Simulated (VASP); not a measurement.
# CuSi16 (a cell with a defect) in VASP: single point with PBE

Aim: the single point of CuSi16 (a cell with a defect) with PBE.

Program: VASP 6.6.1. These are calculated values, not measurements. Logs are shortened: lines on timing, memory, paths and dates and some standing lists are left out, and cuts for length are marked.

### 1 The cell of the first run

The cell holds a defect, 17 atoms: a = 7.679 Å, b = 7.679 Å, c = 7.679 Å, α = 60.00°, β = 60.00°, γ = 60.00°.

### 2 Single point, PBE

The input, INCAR:

```
SYSTEM = CuSi16
PREC = Accurate
ENCUT = 520
EDIFF = 1E-6
ISMEAR = 0
SIGMA = 0.05
LREAL = Auto
LASPH = .TRUE.
NELM = 60
ALGO = Normal
ISIF = 2
LWAVE = .FALSE.
LCHARG = .TRUE.
GGA = PE
LELF = .TRUE.
LVHAR = .TRUE.
NBANDS = 52
NELECT = 74.0
```

The input, KPOINTS:

```
Automatic mesh
0
G
  2 2 2
  0 0 0
```

The input, POSCAR:

```
CuSi16
1.0
    0.0000000000      5.4300000000      5.4300000000
    5.4300000000      0.0000000000      5.4300000000
    5.4300000000      5.4300000000      0.0000000000
Si Cu
16 1
Direct
   -0.0154269797      0.0056126151      0.0049785451
    0.1101458564      0.1282359116      0.1286526703
    0.0079605893     -0.0095642726      0.5008970534
    0.1101008287      0.1283601289      0.6331288214
    0.0077222836      0.5004742173     -0.0081780847
    0.1102255985      0.6338163904      0.1282051565
    0.0076876611      0.5006237569      0.5004289134
    0.1649393186      0.6111544199      0.6121962247
    0.4846724678      0.0062039595      0.0069643646
    0.6109020258      0.1300657459      0.1297716390
    0.4846817680      0.0063230203      0.5026281768
    0.6193271639      0.1182546041      0.6314579190
    0.4847418048      0.5029874770      0.0065576427
    0.6186692449      0.6306961326      0.1205843462
    0.5366917127      0.4866648250      0.4887821363
    0.6186145488      0.6308843462      0.6308670350
    0.7940304788      0.7331722836      0.7370337937
```

Potentials or basis: VASP PAW PBE potentials, release 64 (Si, Cu).

Command:

```bash
$ cat potpaw_PBE.64/Si/POTCAR potpaw_PBE.64/Cu/POTCAR > POTCAR
$ mpirun -np 1 vasp_std > vasp.out
```

OUTCAR:

```text
SYSTEM = CuSi16
   PREC = Accurate
   ENCUT = 520
   EDIFF = 1E-6
   ISMEAR = 0
   LREAL = Auto
   LASPH = .TRUE.
   NELM = 60
   ISIF = 2
   GGA = PE
   NELECT = 74.0

 ion  position               nearest neighbor table
   1  0.985  0.006  0.005-   6 2.33   4 2.33   2 2.33  10 2.34
   2  0.110  0.128  0.129-   1 2.33   5 2.34   3 2.34   9 2.35
   3  0.008  0.990  0.501-   2 2.34   4 2.34   8 2.39  12 2.44  17 2.56
   4  0.110  0.128  0.633-   1 2.33   7 2.34   3 2.34  11 2.35
   5  0.008  0.500  0.992-   6 2.34   2 2.34   8 2.39  14 2.44  17 2.55
   6  0.110  0.634  0.128-   1 2.33   7 2.34   5 2.34  13 2.35
   7  0.008  0.501  0.500-   6 2.34   4 2.34   8 2.39  16 2.44  17 2.55
   8  0.165  0.611  0.612-  17 2.33  15 2.33   3 2.39   7 2.39   5 2.39
   9  0.485  0.006  0.007-  10 2.34   2 2.35  14 2.36  12 2.36  17 2.96
  10  0.611  0.130  0.130-  11 2.34   9 2.34  13 2.34   1 2.34
  11  0.485  0.006  0.503-  10 2.34   4 2.35  16 2.36  12 2.36  17 2.97
  12  0.619  0.118  0.631-  15 2.33  11 2.36   9 2.36  17 2.43   3 2.44
  13  0.485  0.503  0.007-  10 2.34   6 2.35  14 2.36  16 2.36  17 2.95
  14  0.619  0.631  0.121-  15 2.32   9 2.36  13 2.36  17 2.43   5 2.44
  15  0.537  0.487  0.489-  14 2.32  16 2.32  12 2.33   8 2.33
  16  0.619  0.631  0.631-  15 2.32  11 2.36  13 2.36  17 2.43   7 2.44
  17  0.794  0.733  0.737-   8 2.33  14 2.43  16 2.43  12 2.43   5 2.55   7 2.55   3 2.56  13 2.95
                             9 2.96  11 2.97

  LATTYP: Found a face centered cubic cell.
 ALAT       =    10.8600000000

  Lattice vectors:

 A1 = (   0.0000000000,   5.4300000000,   5.4300000000)
 A2 = (   5.4300000000,   0.0000000000,   5.4300000000)
 A3 = (   5.4300000000,   5.4300000000,   0.0000000000)

Analysis of symmetry for initial positions (statically):
=====================================================================
 Subroutine PRICEL returns:
 Original cell was already a primitive cell.

 Routine SETGRP: Setting up the symmetry group for a
 face centered cubic supercell.

 Subroutine GETGRP returns: Found  1 space group operations
 (whereof  1 operations were pure point group operations)
 out of a pool of 48 trial point group operations.

The static configuration has the point symmetry C_1 .

Analysis of symmetry for dynamics (positions and initial velocities):
=====================================================================
 Subroutine PRICEL returns:
[... 127 lines left out ...]
   NFREE  =      0    steps in history (QN), initial steepest desc. (CG)
   ISIF   =      2    stress and relaxation
   ISYM   =      2    0-nonsym 1-usesym 2-fastsym
   POTIM  = 0.5000    time-step for ionic-motion
   TEBEG  =    0.0;   TEEND  =   0.0 temperature during run
   PSTRESS=    0.0 pullay stress
   NELECT =      74.0000    total number of electrons
   NUPDOWN=      -1.0000    fix difference up-down
   EMIN   =  10.00;   EMAX   =-10.00  energy-range for DOS
   EFERMI =   0.00;   METHOD = LEGACY
   ISMEAR =     0;   SIGMA  =   0.05  broadening in eV -4-tet -1-fermi 0-gaus
   EFERMI_NEDOS =   21; number of points for ismear=-14 and -15
   IALGO  =     38    algorithm
   IMIX   =      4    mixing-type and parameters
     AMIX     =   0.40;   BMIX     =  1.00
     AMIX_MAG =   1.60;   BMIX_MAG =  1.00
  volume/ion in A,a.u.               =      18.84       127.11
  Fermi-wavevector in a.u.,A,eV,Ry     =   1.004636  1.898488 13.732283  1.009294
  Thomas-Fermi vector in A             =   2.137265
   LORBIT       =      0    0 simple, 1 ext, 2 COOP (PROOUT), +10 PAW based schemes
   GGA     = PE    functional components
   LHFCALC =     F    Hartree Fock is set to
   AEXX    =    0.0000 exact exchange contribution
   IVDW    =     0    specifies the selected vdW correction
   LEPSILON=     F    determine dielectric tensor
   LRPA    =     F    only Hartree local field effects (RPA)
 non-spin polarized calculation
 Gauss-broadening in eV      SIGMA  =   0.05
  energy-cutoff  :      520.00
  volume of cell :      320.21
 maximum number of plane-waves:      8646
 NGX is ok and might be reduce to    60
   NGX = 29   NGY = 29   NGZ = 29

 number of electron      74.0000001 magnetization

 Free energy of the ion-electron system (eV)
  ---------------------------------------------------
  ext. energy  EPLUGINS =         0.00000000
  ---------------------------------------------------
  free energy    TOTEN  =       -94.21964264 eV

  energy without entropy =      -94.21964264  energy(sigma->0) =      -94.21964264

 E-fermi :   6.3879     XC(G=0):  -9.6089

 val. band max:        6.1902651277   @ k =   0.0000   0.0000   0.0000
 cond. band min:       6.5831083638   @ k =   0.0000   0.0000   0.0000
 fundamental gap:      0.3928432361
 Fermi energy:         6.3879356182

 k-point     1 :       0.0000    0.0000    0.0000
  band No.  band energies     occupation
      1      -5.8942      2.00000
      2      -3.5548      2.00000
      3      -3.5031      2.00000
      4      -3.4679      2.00000
      5      -3.4671      2.00000
      6      -2.0422      2.00000
[... 405 lines left out ...]
     48      10.5023      0.00000
     49      10.5051      0.00000
 [bands above 49 left out]

------------------------ aborting loop because EDIFF is reached ----------------------------------------

  FORCE on cell =-STRESS in cart. coord.  units (eV):
  Direction    XX          YY          ZZ          XY          YZ          ZX
  --------------------------------------------------------------------------------------
  -------------------------------------------------------------------------------------
  Total       -1.8234286     -1.8083558     -1.8741474     -0.1811052      0.2168235     -0.2372550
  in kB       -9.1236759     -9.0482584     -9.3774519     -0.9061747      1.0848943     -1.1871249
  external PRESSURE =      -9.1831287 kB  Pullay stress =       0.0000000 kB

 VOLUME and BASIS-vectors are now :
 -----------------------------------------------------------------------------
  energy-cutoff  :      520.00
  volume of cell :      320.21
      direct lattice vectors                 reciprocal lattice vectors
     0.000000000  5.430000000  5.430000000    -0.092081031  0.092081031  0.092081031
     5.430000000  0.000000000  5.430000000     0.092081031 -0.092081031  0.092081031
     5.430000000  5.430000000  0.000000000     0.092081031  0.092081031 -0.092081031

 POSITION                                       TOTAL-FORCE (eV/Angst)
 -----------------------------------------------------------------------------------
      0.05751      5.37327      5.37671         0.014312     -0.011811     -0.011821
      1.39490      1.29668      1.29441        -0.009684      0.009656      0.011206
      8.09794      2.76310      5.42129         0.028924     -0.023569      0.007462
      4.13489      4.03574      1.29484        -0.012343      0.008800      0.012643
      8.10317      5.42753      2.75951         0.021661      0.013430     -0.024491
      4.13778      1.29468      4.04015        -0.009564      0.008694      0.006385
[... 9 lines left out ...]
      6.85131      6.78469      6.78478        -0.028908      0.008188      0.008290
      7.98322      8.31368      8.29271         0.020303     -0.024451     -0.013869
 -----------------------------------------------------------------------------------
    total drift:                               -0.001952      0.003755      0.000557

  FREE ENERGIE OF THE ION-ELECTRON SYSTEM (eV)
  ---------------------------------------------------
  free  energy   TOTEN  =       -94.2196426371 eV

  energy  without entropy=      -94.2196426354  energy(sigma->0) =      -94.21964264
```

OSZICAR:

```text
N       E                     dE             d eps       ncg     rms          rms(c)
DAV:   1     0.329144303419E+03    0.32914E+03   -0.27610E+04   832   0.124E+03
[... 11 lines left out ...]
DAV:  13    -0.942250268359E+02   -0.70256E-02   -0.62486E-02  1344   0.452E+00    0.540E-01
DAV:  14    -0.942203232036E+02    0.47036E-02   -0.16908E-02  1312   0.283E+00    0.236E-01
DAV:  15    -0.942197861560E+02    0.53705E-03   -0.28504E-03  1336   0.843E-01    0.104E-01
DAV:  16    -0.942197335980E+02    0.52558E-04   -0.41180E-04  1320   0.155E-01    0.669E-02
DAV:  17    -0.942196566446E+02    0.76953E-04   -0.96718E-05  1336   0.279E-01    0.327E-02
DAV:  18    -0.942196393753E+02    0.17269E-04   -0.10271E-04  1344   0.220E-01    0.501E-03
DAV:  19    -0.942196426091E+02   -0.32337E-05   -0.33881E-05  1280   0.528E-02    0.687E-03
DAV:  20    -0.942196426371E+02   -0.28029E-07   -0.62185E-07   584   0.872E-03
   1 F= -.94219643E+02 E0= -.94219643E+02  d E =-.170187E-08
```

Run time: 21 min. Hardware: 1 thread of Intel Xeon 8259CL, shared host; peak memory 0.5 GiB.

What came out:

```
Free energy   : -94.2196 eV
Largest force : 0.038 eV/Å
```

Forces on the atoms (eV/Å):
```
Si   0.014 -0.012 -0.012
Si  -0.010  0.010  0.011
Si   0.029 -0.024  0.007
Si  -0.012  0.009  0.013
Si   0.022  0.013 -0.024
Si  -0.010  0.009  0.006
Si  -0.008 -0.023 -0.028
Si  -0.022  0.019  0.024
Si   0.004 -0.003 -0.006
Si  -0.012  0.009  0.013
Si   0.005 -0.007 -0.010
Si  -0.004  0.005  0.027
Si   0.003 -0.006 -0.007
Si  -0.004  0.026  0.005
Si   0.013 -0.010 -0.015
Si  -0.029  0.008  0.008
Cu   0.020 -0.024 -0.014
```

Caveat: the k points lie up to 0.50 Å⁻¹ apart; the cell carries a net charge on a neutralising background, which shifts energy and pressure; the cell is charged against a uniform background, so pressure and absolute levels hang on convention.
